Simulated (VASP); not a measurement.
# NbCd3 (Pm-3m) in VASP: a series of runs, part 2 of 2

VASP 6.6.1. Earlier steps stand in the parts before.

## 4. Single point, PBEsol

INCAR reads:

```
SYSTEM = NbCd3
PREC = Accurate ; ENCUT = 520
EDIFF = 1E-6 ; ISMEAR = 0
SIGMA = 0.1 ; LREAL = .False.
LASPH = .True. ; NELM = 100
ALGO = Fast ; ISIF = 2
LWAVE = .False. ; LCHARG = .True.
GGA = PS ; LELF = .True.
LVHAR = .True. ; NBANDS = 32
```

KPOINTS reads:

```
Automatic mesh
0
Gamma
  10 10 10
  0 0 0
```

POSCAR reads:

```
NbCd3
1.0
    4.2150000000      0.0000000000      0.0000000000
    0.0000000000      4.2150000000      0.0000000000
    0.0000000000      0.0000000000      4.2150000000
Nb Cd
1 3
Direct
    0.0000000000      0.0000000000      0.0000000000
    0.0000000000      0.5000000000      0.5000000000
    0.5000000000      0.0000000000      0.5000000000
    0.5000000000      0.5000000000      0.0000000000
```

Potentials or basis: VASP PAW PBE potentials, release 64 (Nb_sv, Cd).

Run with:

```sh
$ cat potpaw_PBE.64/Nb_sv/POTCAR potpaw_PBE.64/Cd/POTCAR > POTCAR
$ mpirun -np 1 vasp_std > vasp.out
```

OUTCAR:

```text
SYSTEM = NbCd3
   PREC = Accurate
   ENCUT = 520
   EDIFF = 1E-6
   ISMEAR = 0
   LREAL = .False.
   LASPH = .True.
   NELM = 100
   ISIF = 2
   GGA = PS

 ion  position               nearest neighbor table
   1  0.000  0.000  0.000-   2 2.98   3 2.98   4 2.98   2 2.98   3 2.98   2 2.98   4 2.98   2 2.98
                             3 2.98   4 2.98   3 2.98   4 2.98
   2  0.000  0.500  0.500-   1 2.98   3 2.98   4 2.98   1 2.98   4 2.98   1 2.98   3 2.98   1 2.98
                             3 2.98   4 2.98   4 2.98   3 2.98
   3  0.500  0.000  0.500-   1 2.98   2 2.98   4 2.98   1 2.98   4 2.98   2 2.98   4 2.98   4 2.98
                             1 2.98   2 2.98   1 2.98   2 2.98
   4  0.500  0.500  0.000-   1 2.98   2 2.98   3 2.98   2 2.98   3 2.98   1 2.98   3 2.98   3 2.98
                             1 2.98   2 2.98   2 2.98   1 2.98

  LATTYP: Found a simple cubic cell.
 ALAT       =     4.2150000000

  Lattice vectors:

 A1 = (   4.2150000000,   0.0000000000,   0.0000000000)
 A2 = (   0.0000000000,   4.2150000000,   0.0000000000)
 A3 = (   0.0000000000,   0.0000000000,   4.2150000000)

Analysis of symmetry for initial positions (statically):
=====================================================================
 Subroutine PRICEL returns:
 Original cell was already a primitive cell.

 Routine SETGRP: Setting up the symmetry group for a
 simple cubic supercell.

 Subroutine GETGRP returns: Found 48 space group operations
 (whereof 48 operations were pure point group operations)
 out of a pool of 48 trial point group operations.

The static configuration has the point symmetry O_h .

Analysis of symmetry for dynamics (positions and initial velocities):
=====================================================================
 Subroutine PRICEL returns:
 Original cell was already a primitive cell.

 Routine SETGRP: Setting up the symmetry group for a
 simple cubic supercell.

 Subroutine GETGRP returns: Found 48 space group operations
 (whereof 48 operations were pure point group operations)
 out of a pool of 48 trial point group operations.

The dynamic configuration has the point symmetry O_h .

 Subroutine INISYM returns: Found 48 space group operations
 (whereof 48 operations are pure point group operations),
 and found     1 'primitive' translations

----------------------------------------------------------------------------------------

                                     Primitive cell

  volume of cell :      74.8846

  direct lattice vectors                    reciprocal lattice vectors
     4.215000000  0.000000000  0.000000000     0.237247924  0.000000000  0.000000000
     0.000000000  4.215000000  0.000000000     0.000000000  0.237247924  0.000000000
     0.000000000  0.000000000  4.215000000     0.000000000  0.000000000  0.237247924

  length of vectors
     4.215000000  4.215000000  4.215000000     0.237247924  0.237247924  0.237247924

  position of ions in fractional coordinates (direct lattice)
     0.000000000  0.000000000  0.000000000
     0.000000000  0.500000000  0.500000000
     0.500000000  0.000000000  0.500000000
     0.500000000  0.500000000  0.000000000

  ion indices of the primitive-cell ions
   primitive index   ion index
                 1           1
                 2           2
[... 30 lines left out ...]
            Coordinates               Weight
  0.000000  0.000000  0.000000      1.000000
  0.100000  0.000000  0.000000      6.000000
  0.200000  0.000000  0.000000      6.000000
  0.300000  0.000000  0.000000      6.000000
  0.400000  0.000000  0.000000      6.000000
  0.500000  0.000000  0.000000      3.000000
[... 16 lines left out ...]
  0.200000  0.100000  0.100000     24.000000
  0.300000  0.100000  0.100000     24.000000
 [... further k-points ...]
   k-points           NKPTS =     56   k-points in BZ     NKDIM =     56   number of bands    NBANDS=     32
   number of dos      NEDOS =    301   number of ions     NIONS =      4
   total plane-waves  NPLWV =  32768
   dimension x,y,z NGX =    32 NGY =   32 NGZ =   32
   dimension x,y,z NGXF=    64 NGYF=   64 NGZF=   64
   ions per type =               1   3
   NGX,Y,Z   is equivalent  to a cutoff of  12.62, 12.62, 12.62 a.u.
   NGXF,Y,Z  is equivalent  to a cutoff of  25.24, 25.24, 25.24 a.u.
 SYSTEM =  NbCd3
   PREC   = accura    normal or accurate (medium, high low for compatibility)
   ISTART =      0    job   : 0-new  1-cont  2-samecut
   ICHARG =      2    charge: 1-file 2-atom 10-const
   ISPIN  =      1    spin polarized calculation?
   LNONCOLLINEAR =      F non collinear calculations
   LSORBIT =      F    spin-orbit coupling
   LASPH  =      T    aspherical Exc in radial PAW
   ENCUT  =  520.0 eV  38.22 Ry    6.18 a.u.   7.84  7.84  7.84*2*pi/ulx,y,z
   NELM   =    100;   NELMIN=  2; NELMDL= -5     # of ELM steps
   EDIFF  = 0.1E-05   stopping-criterion for ELM
   LREAL  =      F    real-space projection
   EDIFFG = 0.1E-04   stopping-criterion for IOM
   NSW    =      0    number of steps for IOM
   IBRION =     -1    ionic relax: 0-MD 1-quasi-New 2-CG
   NFREE  =      0    steps in history (QN), initial steepest desc. (CG)
   ISIF   =      2    stress and relaxation
   ISYM   =      2    0-nonsym 1-usesym 2-fastsym
   POTIM  = 0.5000    time-step for ionic-motion
   TEBEG  =    0.0;   TEEND  =   0.0 temperature during run
   PSTRESS=    0.0 pullay stress
   NELECT =      49.0000    total number of electrons
   NUPDOWN=      -1.0000    fix difference up-down
   EMIN   =  10.00;   EMAX   =-10.00  energy-range for DOS
   EFERMI =   0.00;   METHOD = LEGACY
   ISMEAR =     0;   SIGMA  =   0.10  broadening in eV -4-tet -1-fermi 0-gaus
   EFERMI_NEDOS =   21; number of points for ismear=-14 and -15
   IALGO  =     68    algorithm
   IMIX   =      4    mixing-type and parameters
     AMIX     =   0.40;   BMIX     =  1.00
     AMIX_MAG =   1.60;   BMIX_MAG =  1.00
  volume/ion in A,a.u.               =      18.72       126.34
  Fermi-wavevector in a.u.,A,eV,Ry     =   1.421268  2.685807 27.483802  2.020002
  Thomas-Fermi vector in A             =   2.542096
   LORBIT       =      0    0 simple, 1 ext, 2 COOP (PROOUT), +10 PAW based schemes
   GGA     = PS    functional components
   LHFCALC =     F    Hartree Fock is set to
   AEXX    =    0.0000 exact exchange contribution
   IVDW    =     0    specifies the selected vdW correction
   LEPSILON=     F    determine dielectric tensor
   LRPA    =     F    only Hartree local field effects (RPA)
 non-spin polarized calculation
 RMM-DIIS sequential band-by-band and
 Gauss-broadening in eV      SIGMA  =   0.10
  energy-cutoff  :      520.00
  volume of cell :       74.88
 maximum number of plane-waves:      2040
 NGX is ok and might be reduce to    32
   NGX = 15   NGY = 15   NGZ = 15

 number of electron      49.0000040 magnetization

 Free energy of the ion-electron system (eV)
  ---------------------------------------------------
  ext. energy  EPLUGINS =         0.00000000
  ---------------------------------------------------
  free energy    TOTEN  =       -14.12681937 eV

  energy without entropy =      -14.11975867  energy(sigma->0) =      -14.12328902

 E-fermi :   5.0606     XC(G=0): -12.1212

 val. band max:        5.0171106557   @ k =   0.1000   0.1000   0.0000
 cond. band min:       5.0943744044   @ k =   0.3000   0.3000   0.1000
 fundamental gap:      0.0772637487
 Fermi energy:         5.0605769224

 k-point     1 :       0.0000    0.0000    0.0000
  band No.  band energies     occupation
      1     -49.7080      2.00000
      2     -25.7947      2.00000
      3     -25.7947      2.00000
      4     -25.7947      2.00000
      5      -4.5945      2.00000
      6      -4.3508      2.00000
[... 829 lines left out ...]
     31      11.7268      0.00000
     32      12.1863      0.00000

 [... further k-points ...]

------------------------ aborting loop because EDIFF is reached ----------------------------------------

  FORCE on cell =-STRESS in cart. coord.  units (eV):
  Direction    XX          YY          ZZ          XY          YZ          ZX
  --------------------------------------------------------------------------------------
  -------------------------------------------------------------------------------------
  Total        0.8689560      0.8689560      0.8689560      0.0000000     -0.0000000     -0.0000000
  in kB       18.5915509     18.5915509     18.5915509      0.0000000     -0.0000000     -0.0000000
  external PRESSURE =      18.5915509 kB  Pullay stress =       0.0000000 kB

 VOLUME and BASIS-vectors are now :
 -----------------------------------------------------------------------------
  energy-cutoff  :      520.00
  volume of cell :       74.88
      direct lattice vectors                 reciprocal lattice vectors
     4.215000000  0.000000000  0.000000000     0.237247924  0.000000000  0.000000000
     0.000000000  4.215000000  0.000000000     0.000000000  0.237247924  0.000000000
     0.000000000  0.000000000  4.215000000     0.000000000  0.000000000  0.237247924

 POSITION                                       TOTAL-FORCE (eV/Angst)
 -----------------------------------------------------------------------------------
      0.00000      0.00000      0.00000         0.000000      0.000000      0.000000
      0.00000      2.10750      2.10750         0.000000      0.000000      0.000000
      2.10750      0.00000      2.10750         0.000000      0.000000      0.000000
      2.10750      2.10750      0.00000         0.000000      0.000000      0.000000
 -----------------------------------------------------------------------------------
    total drift:                                0.000000     -0.000000     -0.000000

  FREE ENERGIE OF THE ION-ELECTRON SYSTEM (eV)
  ---------------------------------------------------
  free  energy   TOTEN  =       -14.1268193727 eV

  energy  without entropy=      -14.1197586746  energy(sigma->0) =      -14.12328902
```

Wall time 81 s (1 thread of AMD EPYC 9R45 (Zen 5), shared host); peak memory 0.22 GiB.

Results:

```yaml
Free_energy: -14.1268 eV
Pressure: 1.9 GPa
Band_gap_on_the_k_mesh: zero (an odd number of electrons rules out a gap without spin polarisation)
```

Caveat: the PAW data sets were made with another functional, which shifts forces and pressure a little.
